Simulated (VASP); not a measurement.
# Al (P6_3/mmc) in VASP: further runs

The runs below take Al through single point, with LDA.

All numbers are computed with VASP 6.6.1; they aren't measurements. Logs are shortened: lines on timing, memory, paths and dates and some standing lists are left out, and cuts for length are marked.

**1. The cell of the first run**

Symmetry: P6_3/mmc, No. 194, hexagonal system. Conventional cell: a = 2.606 Å, b = 2.606 Å, c = 4.499 Å, α = 90.00°, β = 90.00°, γ = 120.00°. Al (site symmetry -6m2) has 12 Al at 2.61 to 2.71 Å within 3.4 Å.

**2. Single point, LDA**

Input file INCAR:

```
SYSTEM = Al
PREC = Accurate ; ENCUT = 520
EDIFF = 1E-6 ; ISMEAR = 0
SIGMA = 0.15 ; LREAL = .FALSE.
LASPH = .TRUE. ; NELM = 100
ALGO = Normal ; ISIF = 2
LWAVE = .FALSE. ; LCHARG = .FALSE.
GGA = CA ; NBANDS = 10
```

Input file KPOINTS:

```
Automatic mesh
0
G
  18 18 10
  0 0 0
```

Input file POSCAR:

```
Al
1.0
    2.6063000000      0.0000000000      0.0000000000
   -1.3031500000      2.2571220099      0.0000000000
    0.0000000000      0.0000000000      4.4988000000
Al
2
Direct
    0.6666666667      0.3333333333      0.7500000000
    0.3333333333      0.6666666667      0.2500000000
```

Potentials or basis: VASP PAW LDA potentials, release 64 (Al).

Launch:

```sh
$ cat potpaw_LDA.64/Al/POTCAR > POTCAR
$ mpirun -np 1 vasp_std > vasp.out
```

OUTCAR:

```text
SYSTEM = Al
   PREC = Accurate
   ENCUT = 520
   EDIFF = 1E-6
   ISMEAR = 0
   LREAL = .FALSE.
   LASPH = .TRUE.
   NELM = 100
   ISIF = 2
   GGA = CA

 ion  position               nearest neighbor table
   1  0.667  0.333  0.750-   2 2.71   2 2.71   2 2.71   2 2.71   2 2.71   2 2.71
   2  0.333  0.667  0.250-   1 2.71   1 2.71   1 2.71   1 2.71   1 2.71   1 2.71

  LATTYP: Found a hexagonal cell.
 ALAT       =     2.6063000000
 C/A-ratio  =     1.7261251583

  Lattice vectors:

 A1 = (   2.6063000000,   0.0000000000,   0.0000000000)
 A2 = (  -1.3031500000,   2.2571220099,   0.0000000000)
 A3 = (   0.0000000000,   0.0000000000,   4.4988000000)

Analysis of symmetry for initial positions (statically):
=====================================================================
 Subroutine PRICEL returns:
 Original cell was already a primitive cell.

 Routine SETGRP: Setting up the symmetry group for a
 hexagonal supercell.

 Subroutine GETGRP returns: Found 24 space group operations
 (whereof 12 operations were pure point group operations)
 out of a pool of 24 trial point group operations.

The static configuration has the point symmetry D_3d.
 The point group associated with its full space group is D_6h.

Analysis of symmetry for dynamics (positions and initial velocities):
=====================================================================
 Subroutine PRICEL returns:
 Original cell was already a primitive cell.

 Routine SETGRP: Setting up the symmetry group for a
 hexagonal supercell.

 Subroutine GETGRP returns: Found 24 space group operations
 (whereof 12 operations were pure point group operations)
 out of a pool of 24 trial point group operations.

The dynamic configuration has the point symmetry D_3d.
 The point group associated with its full space group is D_6h.

 Subroutine INISYM returns: Found 24 space group operations
 (whereof 12 operations are pure point group operations),
 and found     1 'primitive' translations

----------------------------------------------------------------------------------------

                                     Primitive cell

  volume of cell :      26.4653

  direct lattice vectors                    reciprocal lattice vectors
     2.606300000  0.000000000  0.000000000     0.383685685  0.221521033  0.000000000
    -1.303150000  2.257122010  0.000000000     0.000000000  0.443042067  0.000000000
     0.000000000  0.000000000  4.498800000     0.000000000  0.000000000  0.222281497

  length of vectors
     2.606300000  2.606300000  4.498800000     0.443042067  0.443042067  0.222281497
[... 89 lines left out ...]
   POTIM  = 0.5000    time-step for ionic-motion
   TEBEG  =    0.0;   TEEND  =   0.0 temperature during run
   PSTRESS=    0.0 pullay stress
   NELECT =       6.0000    total number of electrons
   NUPDOWN=      -1.0000    fix difference up-down
   EMIN   =  10.00;   EMAX   =-10.00  energy-range for DOS
   EFERMI =   0.00;   METHOD = LEGACY
   ISMEAR =     0;   SIGMA  =   0.15  broadening in eV -4-tet -1-fermi 0-gaus
   EFERMI_NEDOS =   21; number of points for ismear=-14 and -15
   IALGO  =     38    algorithm
   IMIX   =      4    mixing-type and parameters
     AMIX     =   0.40;   BMIX     =  1.00
     AMIX_MAG =   1.60;   BMIX_MAG =  1.00
  volume/ion in A,a.u.               =      13.23        89.30
  Fermi-wavevector in a.u.,A,eV,Ry     =   0.998236  1.886392 13.557866  0.996475
  Thomas-Fermi vector in A             =   2.130446
   LORBIT       =      0    0 simple, 1 ext, 2 COOP (PROOUT), +10 PAW based schemes
   GGA     = CA    functional components
   LHFCALC =     F    Hartree Fock is set to
   AEXX    =    0.0000 exact exchange contribution
   IVDW    =     0    specifies the selected vdW correction
   LEPSILON=     F    determine dielectric tensor
   LRPA    =     F    only Hartree local field effects (RPA)
 non-spin polarized calculation
 Gauss-broadening in eV      SIGMA  =   0.15
  energy-cutoff  :      520.00
  volume of cell :       26.47
 maximum number of plane-waves:       732
 NGX is ok and might be reduce to    20
   NGX =  9   NGY =  9   NGZ = 17

 number of electron       6.0000000 magnetization

 Free energy of the ion-electron system (eV)
  ---------------------------------------------------
  ext. energy  EPLUGINS =         0.00000000
  ---------------------------------------------------
  free energy    TOTEN  =        -7.97163716 eV

  energy without entropy =       -7.96454972  energy(sigma->0) =       -7.96809344

 E-fermi :  10.2906     XC(G=0): -11.1861

 val. band max:       10.2712104754   @ k =   0.1111   0.1111   0.3000
 cond. band min:      10.2961746676   @ k =   0.3333   0.2222   0.2000
 fundamental gap:      0.0249641922
 Fermi energy:        10.2905889322

 k-point     1 :       0.0000    0.0000    0.0000
  band No.  band energies     occupation
      1      -2.4256      2.00000
      2       4.4753      2.00000
      3       4.8381      2.00000
      4      22.5382      0.00000
      5      23.2514      0.00000
      6      23.2514      0.00000
      7      23.6630      0.00000
      8      23.6630      0.00000
      9      25.2840      0.00000
     10      27.4092      0.00000
[... 287 lines left out ...]
 k-point    24 :       0.3889    0.1111    0.0000
  band No.  band energies     occupation
      1       3.3873      2.00000
      2       6.3195      2.00000
      3       9.9506      1.99865
      4      10.5497      0.01457
      5      12.7515      0.00000
      6      12.9709      0.00000
      7      15.6332      0.00000
      8      20.4085      0.00000
      9      21.1832      0.00000
     10      23.1607      0.00000

 [... further k-points ...]

------------------------ aborting loop because EDIFF is reached ----------------------------------------

  FORCE on cell =-STRESS in cart. coord.  units (eV):
  Direction    XX          YY          ZZ          XY          YZ          ZX
  --------------------------------------------------------------------------------------
  -------------------------------------------------------------------------------------
  Total        4.2615599      4.2615599      3.0210152      0.0000000      0.0000000      0.0000000
  in kB      257.9901048    257.9901048    182.8889061      0.0000000      0.0000000      0.0000000
  external PRESSURE =     232.9563719 kB  Pullay stress =       0.0000000 kB

 VOLUME and BASIS-vectors are now :
 -----------------------------------------------------------------------------
  energy-cutoff  :      520.00
  volume of cell :       26.47
      direct lattice vectors                 reciprocal lattice vectors
     2.606300000  0.000000000  0.000000000     0.383685685  0.221521033  0.000000000
    -1.303150000  2.257122010  0.000000000     0.000000000  0.443042067  0.000000000
     0.000000000  0.000000000  4.498800000     0.000000000  0.000000000  0.222281497

 POSITION                                       TOTAL-FORCE (eV/Angst)
 -----------------------------------------------------------------------------------
      1.30315      0.75237      3.37410        -0.000000     -0.000000      0.000000
     -0.00000      1.50475      1.12470         0.000000      0.000000      0.000000
 -----------------------------------------------------------------------------------
    total drift:                                0.000000     -0.000000      0.000000

  FREE ENERGIE OF THE ION-ELECTRON SYSTEM (eV)
  ---------------------------------------------------
  free  energy   TOTEN  =        -7.9716371582 eV

  energy  without entropy=       -7.9645497167  energy(sigma->0) =       -7.96809344
```

OSZICAR:

```text
N       E                     dE             d eps       ncg     rms          rms(c)
DAV:   1     0.277078538115E+00    0.27708E+00   -0.24601E+03  4440   0.488E+02
DAV:   2    -0.789335630532E+01   -0.81704E+01   -0.78840E+01  5952   0.604E+01
DAV:   3    -0.805110435365E+01   -0.15775E+00   -0.15545E+00  5810   0.655E+00
DAV:   4    -0.805160940636E+01   -0.50505E-03   -0.50499E-03  5336   0.432E-01
DAV:   5    -0.805161160746E+01   -0.22011E-05   -0.22008E-05  5334   0.278E-02    0.263E+00
DAV:   6    -0.800283788058E+01    0.48774E-01   -0.33479E-03  4888   0.265E-01    0.145E+00
DAV:   7    -0.797201796397E+01    0.30820E-01   -0.76722E-03  4620   0.397E-01    0.229E-01
DAV:   8    -0.797163805629E+01    0.37991E-03   -0.18809E-04  5882   0.722E-02    0.159E-02
DAV:   9    -0.797163715818E+01    0.89812E-06   -0.85462E-07  5090   0.583E-03
   1 F= -.79716372E+01 E0= -.79680934E+01  d E =-.708744E-02
```

It took 35 s on 1 thread of AMD EPYC 7R13 (Zen 3), shared host; peak memory 0.12 GiB.

What came out:

| Item | Value |
| --- | --- |
| Free energy | -7.9716 eV |
| Pressure | 23.3 GPa |
| Band gap on the k mesh | zero (band 3 reaches 14.38 eV, above the bottom of band 4 at 6.94 eV) |

**3. Single point, LDA**

This run uses another cell than the first one, of 13.16 Å³/atom, 0.995 times its volume.

Input file INCAR:

```
SYSTEM = Al
ALGO     = Normal         ! electronic algorithm
EDIFF    = 1E-7           ! SCF threshold, eV
ENCUT    = 520            ! plane-wave cutoff, eV
ISIF     = 2              ! what is computed and relaxed
ISMEAR   = 0              ! smearing method
LASPH    = .True.         ! aspherical terms in the spheres
LCHARG   = .False.        ! write CHGCAR
LREAL    = .False.        ! projectors in reciprocal space
LWAVE    = .False.        ! write WAVECAR
NBANDS   = 10             ! bands
NELM     = 80             ! most SCF steps
PREC     = Accurate       ! precision mode
SIGMA    = 0.15           ! smearing width, eV
```

Input file KPOINTS:

```
k-points
0
Gamma
  18 18 10
  0 0 0
```

Input file POSCAR:

```
Al
1.0
    2.6553000000      0.0000000000      0.0000000000
   -1.3276500000      2.2995572547      0.0000000000
    0.0000000000      0.0000000000      4.3113000000
Al
2
Direct
    0.6666666667      0.3333333333      0.7500000000
    0.3333333333      0.6666666667      0.2500000000
```

Potentials or basis: VASP PAW LDA potentials, release 64 (Al).

Launch:

```sh
$ cat potpaw_LDA.64/Al/POTCAR > POTCAR
$ mpirun -np 1 vasp_std > vasp.out
```

OUTCAR:

```text
SYSTEM = Al
   EDIFF = 1E-7
   ENCUT = 520
   ISIF = 2
   ISMEAR = 0
   LASPH = .True.
   LREAL = .False.
   NELM = 80
   PREC = Accurate

 ion  position               nearest neighbor table
   1  0.667  0.333  0.750-   2 2.65   2 2.65   2 2.65   2 2.65   2 2.65   2 2.65
   2  0.333  0.667  0.250-   1 2.65   1 2.65   1 2.65   1 2.65   1 2.65   1 2.65

  LATTYP: Found a hexagonal cell.
 ALAT       =     2.6553000000
 C/A-ratio  =     1.6236583437

  Lattice vectors:

 A1 = (   2.6553000000,   0.0000000000,   0.0000000000)
 A2 = (  -1.3276500000,   2.2995572547,   0.0000000000)
 A3 = (   0.0000000000,   0.0000000000,   4.3113000000)

Analysis of symmetry for initial positions (statically):
=====================================================================
 Subroutine PRICEL returns:
 Original cell was already a primitive cell.

 Routine SETGRP: Setting up the symmetry group for a
 hexagonal supercell.

 Subroutine GETGRP returns: Found 24 space group operations
 (whereof 12 operations were pure point group operations)
 out of a pool of 24 trial point group operations.

The static configuration has the point symmetry D_3d.
[... 174 lines left out ...]
      2       4.9059      2.00000
      3       5.6977      2.00000
      4      22.4826      0.00000
      5      22.4826      0.00000
      6      22.6685      0.00000
      7      22.6685      0.00000
      8      23.6964      0.00000
      9      26.6418      0.00000
     10      27.8561      0.00000
[... 287 lines left out ...]
 k-point    24 :       0.3889    0.1111    0.0000
  band No.  band energies     occupation
      1       3.2117      2.00000
      2       6.0675      2.00000
      3      10.1313      1.96794
      4      11.0786      0.00000
      5      12.8718      0.00000
      6      13.0347      0.00000
      7      15.5863      0.00000
      8      20.1438      0.00000
      9      21.5470      0.00000
     10      22.4688      0.00000

 [... further k-points ...]

------------------------ aborting loop because EDIFF is reached ----------------------------------------

  FORCE on cell =-STRESS in cart. coord.  units (eV):
  Direction    XX          YY          ZZ          XY          YZ          ZX
  --------------------------------------------------------------------------------------
  -------------------------------------------------------------------------------------
  Total        3.8397621      3.8397621      3.9644665      0.0000000     -0.0000000      0.0000000
  in kB      233.6946813    233.6946813    241.2844135      0.0000000     -0.0000000      0.0000000
  external PRESSURE =     236.2245921 kB  Pullay stress =       0.0000000 kB

 VOLUME and BASIS-vectors are now :
 -----------------------------------------------------------------------------
  energy-cutoff  :      520.00
  volume of cell :       26.32
      direct lattice vectors                 reciprocal lattice vectors
     2.655300000  0.000000000  0.000000000     0.376605280  0.217433160  0.000000000
    -1.327650000  2.299557255  0.000000000     0.000000000  0.434866320  0.000000000
     0.000000000  0.000000000  4.311300000     0.000000000  0.000000000  0.231948600

 POSITION                                       TOTAL-FORCE (eV/Angst)
 -----------------------------------------------------------------------------------
      1.32765      0.76652      3.23348        -0.000000      0.000000      0.000000
     -0.00000      1.53304      1.07783         0.000000     -0.000000      0.000000
 -----------------------------------------------------------------------------------
    total drift:                               -0.000000      0.000000     -0.000000

  FREE ENERGIE OF THE ION-ELECTRON SYSTEM (eV)
  ---------------------------------------------------
  free  energy   TOTEN  =        -7.9689890521 eV

  energy  without entropy=       -7.9600250169  energy(sigma->0) =       -7.96450703
```

Run time: 42 s. Hardware: 1 thread of AMD EPYC 7R13 (Zen 3), shared host; peak memory 0.12 GiB.

Results:

```yaml
Free_energy: -7.9690 eV
Pressure: 23.6 GPa
Band_gap_on_the_k_mesh: zero (band 3 reaches 15.03 eV, above the bottom of band 4 at 6.84 eV)
```

Levels at points of the mesh, in eV from the Fermi level:
```csv
k point,band 1,band 2,band 3,band 4,band 5,band 6,band 7,band 8
"(0.00, 0.00, 0.00)",-12.76,-5.45,-4.66,12.12,12.12,12.31,12.31,13.34
"(0.50, 0.00, 0.00)",-6.05,-5.99,0.60,1.22,1.62,2.23,6.61,9.00
"(0.00, 0.00, 0.50)",-10.79,-10.79,4.01,4.01,13.04,13.04,13.04,13.04
"(0.50, 0.00, 0.50)",-4.65,-4.65,-3.52,-3.52,8.09,8.09,8.21,8.21
```
